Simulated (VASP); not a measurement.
# Tl in VASP: further runs, part 2 of 2

VASP 6.6.1. The steps go on from the part before.

### Step 4. Single point, PBE (volume scaled by 0.94)

INCAR reads:

```
SYSTEM = Tl
  ALGO = Fast
  EDIFF = 1E-6
  ENCUT = 520
  GGA = PE
  ISIF = 2
  ISMEAR = -1
  LASPH = .True.
  LCHARG = .False.
  LREAL = .False.
  LWAVE = .False.
  NBANDS = 12
  NELM = 80
  PREC = Accurate
  SIGMA = 0.05
```

KPOINTS reads:

```
k-points
0
Gamma
  9 9 9
  0 0 0
```

POSCAR reads:

```
Tl
1.0
    0.0000000000      2.4159936112      2.4159936112
    2.4159936112      0.0000000000      2.4159936112
    2.4159936112      2.4159936112      0.0000000000
Tl
1
Direct
    0.0000000000      0.0000000000      0.0000000000
```

Potentials or basis: VASP PAW PBE potentials, release 64 (Tl_d).

Started as:

```console
cat potpaw_PBE.64/Tl_d/POTCAR > POTCAR
mpirun -np 1 vasp_std > vasp.out
```

OUTCAR:

```text
SYSTEM = Tl
   EDIFF = 1E-6
   ENCUT = 520
   GGA = PE
   ISIF = 2
   ISMEAR = -1
   LASPH = .True.
   LREAL = .False.
   NELM = 80
   PREC = Accurate

 ion  position               nearest neighbor table
   1  0.000  0.000  0.000-

  LATTYP: Found a face centered cubic cell.
 ALAT       =     4.8319872224

  Lattice vectors:

 A1 = (   0.0000000000,   2.4159936112,   2.4159936112)
 A2 = (   2.4159936112,   0.0000000000,   2.4159936112)
 A3 = (   2.4159936112,   2.4159936112,   0.0000000000)

Analysis of symmetry for initial positions (statically):
=====================================================================
 Subroutine PRICEL returns:
 Original cell was already a primitive cell.

 Routine SETGRP: Setting up the symmetry group for a
 face centered cubic supercell.

 Subroutine GETGRP returns: Found 48 space group operations
 (whereof 48 operations were pure point group operations)
 out of a pool of 48 trial point group operations.

The static configuration has the point symmetry O_h .

Analysis of symmetry for dynamics (positions and initial velocities):
[... 167 lines left out ...]
      1      -4.9063      2.00000
      2      -4.9063      2.00000
      3      -4.9063      2.00000
      4      -4.6197      2.00000
      5      -4.6197      2.00000
      6      -3.4173      2.00000
      7      17.1279      0.00000
      8      17.1279      0.00000
      9      17.1279      0.00000
     10      17.6955      0.00000
     11      21.2390      0.00000
     12      21.9691      0.00000
[... 331 lines left out ...]
 k-point    24 :       0.4444    0.4444    0.0000
  band No.  band energies     occupation
      1      -5.2641      2.00000
      2      -5.1541      2.00000
      3      -4.3894      2.00000
      4      -4.3184      2.00000
      5      -4.3184      2.00000
      6       2.2837      2.00000
      7       5.8658      2.00000
      8      10.9287      0.00000
      9      10.9287      0.00000
     10      14.3762      0.00000
     11      15.7540      0.00000
     12      26.9439      0.00000

 [... further k-points ...]

------------------------ aborting loop because EDIFF is reached ----------------------------------------

  FORCE on cell =-STRESS in cart. coord.  units (eV):
  Direction    XX          YY          ZZ          XY          YZ          ZX
  --------------------------------------------------------------------------------------
  -------------------------------------------------------------------------------------
  Total        0.6349594      0.6349594      0.6349594     -0.0000000     -0.0000000      0.0000000
  in kB       36.0694244     36.0694244     36.0694244     -0.0000000     -0.0000000      0.0000000
  external PRESSURE =      36.0694244 kB  Pullay stress =       0.0000000 kB

 VOLUME and BASIS-vectors are now :
 -----------------------------------------------------------------------------
  energy-cutoff  :      520.00
  volume of cell :       28.20
      direct lattice vectors                 reciprocal lattice vectors
     0.000000000  2.415993611  2.415993611    -0.206954190  0.206954190  0.206954190
     2.415993611  0.000000000  2.415993611     0.206954190 -0.206954190  0.206954190
     2.415993611  2.415993611  0.000000000     0.206954190  0.206954190 -0.206954190

 POSITION                                       TOTAL-FORCE (eV/Angst)
 -----------------------------------------------------------------------------------
      0.00000      0.00000      0.00000         0.000000      0.000000      0.000000
 -----------------------------------------------------------------------------------
    total drift:                               -0.000000     -0.000000     -0.000000

  FREE ENERGIE OF THE ION-ELECTRON SYSTEM (eV)
  ---------------------------------------------------
  free  energy   TOTEN  =        -2.1800309217 eV

  energy  without entropy=       -2.1744093717  energy(sigma->0) =       -2.17722015
```

stdout:

```text
POSCAR found type information on POSCAR Tl
 POSCAR found :  1 types and       1 ions
 scaLAPACK will be used
 LDA part: xc-table for (Slater+PW92), standard interpolation
 POSCAR, INCAR and KPOINTS ok, starting setup
 FFT: planning ... GRIDC
 FFT: planning ... GRID_SOFT
 FFT: planning ... GRID
 WAVECAR not read
 entering main loop
```

Wall time 26 s (1 thread of Intel Xeon Platinum 8175M at 2.50GHz (Skylake/Cascade Lake), shared host); peak memory 0.15 GiB.

Results:

* Free energy: -2.1800 eV
* Pressure: 3.6 GPa

Levels at points of the mesh, in eV from the Fermi level:
| k point | band 3 | band 4 | band 5 | band 6 | band 7 | band 8 | band 9 | band 10 |
| --- | --- | --- | --- | --- | --- | --- | --- | --- |
| (0.00, 0.00, 0.00) | -11.58 | -11.29 | -11.29 | -10.09 | 10.46 | 10.46 | 10.46 | 11.03 |

Caveat: spin-orbit coupling is left out, which moves the levels of the heavy elements.

### Step 5. Single point, PBE

INCAR reads:

```
PREC     = Accurate       # precision mode
ENCUT    = 520            # plane-wave cutoff, eV
EDIFF    = 1E-7           # SCF threshold, eV
ISMEAR   = -1             # smearing method
SIGMA    = 0.05           # smearing width, eV
LREAL    = F              # projectors in reciprocal space
LASPH    = T              # aspherical terms in the spheres
NELM     = 100            # most SCF steps
ALGO     = Normal         # electronic algorithm
ISIF     = 2              # what is computed and relaxed
LWAVE    = F              # write WAVECAR
LCHARG   = F              # write CHGCAR
GGA      = PE             # functional
NBANDS   = 12             # bands
```

KPOINTS reads:

```
Automatic mesh
0
Gamma
  9 9 9
```

POSCAR reads:

```
Tl
1.0
    0.0000000000      2.4663412330      2.4663412330
    2.4663412330      0.0000000000      2.4663412330
    2.4663412330      2.4663412330      0.0000000000
Tl
1
Direct
    0.0000000000      0.0000000000      0.0000000000
```

Started as:

```console
cat potpaw_PBE.64/Tl_d/POTCAR > POTCAR
mpirun -np 1 vasp_std > vasp.out
```

Run time: 23 s. Hardware: 1 thread of Intel Xeon Platinum 8175M at 2.50GHz (Skylake/Cascade Lake), shared host; peak memory 0.15 GiB.

Results (log left out):

```
Free energy : -2.2068 eV
Pressure    : 1.1 GPa
```

Levels at points of the mesh, in eV from the Fermi level:
| k point | band 2 | band 3 | band 4 | band 5 | band 6 | band 7 | band 8 | band 9 | band 10 | band 11 |
| --- | --- | --- | --- | --- | --- | --- | --- | --- | --- | --- |
| (0.00, 0.00, 0.00) | -11.51 | -11.51 | -11.27 | -11.27 | -9.68 | 9.92 | 9.92 | 9.92 | 10.92 | 13.80 |

Caveat: spin-orbit coupling is left out, which moves the levels of the heavy elements.

### Step 6. Single point, PBE (volume scaled by 0.96)

INCAR reads:

```
SYSTEM = Tl
  ALGO = Normal
  EDIFF = 1E-6
  ENCUT = 520
  GGA = PE
  ISIF = 2
  ISMEAR = -1
  LASPH = .TRUE.
  LCHARG = .FALSE.
  LREAL = .FALSE.
  LWAVE = .FALSE.
  NBANDS = 12
  NELM = 80
  PREC = Accurate
  SIGMA = 0.05
```

KPOINTS reads:

```
k-points
0
G
  9 9 9
  0 0 0
```

POSCAR reads:

```
Tl
1.0
    0.0000000000      2.4330082113      2.4330082113
    2.4330082113      0.0000000000      2.4330082113
    2.4330082113      2.4330082113      0.0000000000
Tl
1
Direct
    0.0000000000      0.0000000000      0.0000000000
```

Potentials or basis: VASP PAW PBE potentials, release 64 (Tl_d).

Started as:

```console
cat potpaw_PBE.64/Tl_d/POTCAR > POTCAR
mpirun -np 1 vasp_std > vasp.out
```

OUTCAR:

```text
SYSTEM = Tl
   EDIFF = 1E-6
   ENCUT = 520
   GGA = PE
   ISIF = 2
   ISMEAR = -1
   LASPH = .TRUE.
   LREAL = .FALSE.
   NELM = 80
   PREC = Accurate

 ion  position               nearest neighbor table
   1  0.000  0.000  0.000-

  LATTYP: Found a face centered cubic cell.
 ALAT       =     4.8660164226

  Lattice vectors:

 A1 = (   0.0000000000,   2.4330082113,   2.4330082113)
 A2 = (   2.4330082113,   0.0000000000,   2.4330082113)
 A3 = (   2.4330082113,   2.4330082113,   0.0000000000)

Analysis of symmetry for initial positions (statically):
[... 531 lines left out ...]
      7       5.6497      2.00000
      8      10.6605      0.00000
      9      10.6605      0.00000
     10      14.0453      0.00000
     11      15.4140      0.00000
     12      26.5759      0.00000

 [... further k-points ...]
[... 5 lines left out ...]
  --------------------------------------------------------------------------------------
  -------------------------------------------------------------------------------------
  Total        0.4801916      0.4801916      0.4801916      0.0000000      0.0000000     -0.0000000
  in kB       26.7094183     26.7094183     26.7094183      0.0000000      0.0000000     -0.0000000
  external PRESSURE =      26.7094183 kB  Pullay stress =       0.0000000 kB

 VOLUME and BASIS-vectors are now :
 -----------------------------------------------------------------------------
  energy-cutoff  :      520.00
  volume of cell :       28.80
      direct lattice vectors                 reciprocal lattice vectors
     0.000000000  2.433008211  2.433008211    -0.205506910  0.205506910  0.205506910
     2.433008211  0.000000000  2.433008211     0.205506910 -0.205506910  0.205506910
     2.433008211  2.433008211  0.000000000     0.205506910  0.205506910 -0.205506910

 POSITION                                       TOTAL-FORCE (eV/Angst)
 -----------------------------------------------------------------------------------
      0.00000      0.00000      0.00000         0.000000      0.000000      0.000000
 -----------------------------------------------------------------------------------
    total drift:                               -0.000000     -0.000000     -0.000000

  FREE ENERGIE OF THE ION-ELECTRON SYSTEM (eV)
  ---------------------------------------------------
  free  energy   TOTEN  =        -2.1920599158 eV

  energy  without entropy=       -2.1866120761  energy(sigma->0) =       -2.18933600
```

stdout:

```text
POSCAR found type information on POSCAR Tl
 POSCAR found :  1 types and       1 ions
 scaLAPACK will be used
 LDA part: xc-table for (Slater+PW92), standard interpolation
 POSCAR, INCAR and KPOINTS ok, starting setup
 FFT: planning ... GRIDC
 FFT: planning ... GRID_SOFT
 FFT: planning ... GRID
 WAVECAR not read
 entering main loop
```

Wall time 22 s (1 thread of Intel Xeon Platinum 8175M at 2.50GHz (Skylake/Cascade Lake), shared host); peak memory 0.16 GiB.

Results:

* Free energy: -2.1921 eV
* Pressure: 2.7 GPa

Levels at points of the mesh, in eV from the Fermi level:
```
           k point  band 4  band 5  band 6  band 7  band 8  band 9
(0.00, 0.00, 0.00)  -11.28  -11.28   -9.95   10.27   10.27   10.27
```

Caveat: spin-orbit coupling is left out, which moves the levels of the heavy elements.

### Step 7. Overview

| level | spin | cell | smearing | gap on the mesh (eV) | pressure (GPa) |
| --- | --- | --- | --- | --- | --- |
| r2SCAN | off | a = 3.500, b = 3.489, c = 3.548 Å, angles 60.0, 59.5, 57.9°, 1 atom | fermi-dirac 0.15 eV | none | 0.0 |
| PBE | collinear, ferromagnetic start | a = 3.475, b = 3.428, c = 3.541 Å, angles 60.8, 59.3, 60.8°, 1 atom | methfessel-paxton 0.1 eV | none | 1.1 |
| PBE | off | a = 3.417 Å, angles 60.0°, 1 atom | fermi-dirac 0.05 eV | none | 3.6 |
| PBE | off | a = 3.488 Å, angles 60.0°, 1 atom | fermi-dirac 0.05 eV | none | 1.1 |
| PBE | off | a = 3.441 Å, angles 60.0°, 1 atom | fermi-dirac 0.05 eV | none | 2.7 |

Alike in all rows: task single point; potentials or basis VASP PAW PBE potentials, release 64 (Tl_d); k mesh 9 × 9 × 9; cutoff (eV) 520.

Caveats: spin-orbit coupling is left out, which moves the levels of the heavy elements; the PAW data sets were made with another functional, which shifts forces and pressure a little (some runs).

Total energies depend on the potentials used, so only differences within one code and one set of settings carry meaning.
